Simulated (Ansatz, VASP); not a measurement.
**One calculation of SrVO3, two programs**

```
CELL_PARAMETERS angstrom
3.85798 0.00000 0.00000
0.00000 3.85798 0.00000
0.00000 0.00000 3.85798
ATOMIC_POSITIONS crystal
Sr 0.50000 0.50000 0.50000
V 0.00000 0.00000 0.00000
O 0.50000 0.00000 0.00000
O 0.00000 0.50000 0.00000
O 0.00000 0.00000 0.50000
```

Alike in both runs: task single point; functional PBE; k mesh 8 × 8 × 8; occupations gaussian, width 0.05 eV; no spin polarisation.

```csv
,VASP,Ansatz
version,VASP 6.6.1,Ansatz 0.2.0
potentials or method,"VASP PAW PBE potentials, release 64 (Sr_sv, V_sv, O), cutoff 520 eV","scalar-relativistic, plane waves, PAW"
valence electrons in the cell,41,41
```

Ansatz gave:

```
gap on the k mesh at the Fermi level (eV) : none
pressure (GPa)                            : 0.0
```

**Question.** Which values does VASP return?

**Answer.** gap on the k mesh at the Fermi level (eV): none; pressure (GPa): 0.8.

A gap of «none» marks a metal or a gap that the smearing closes.
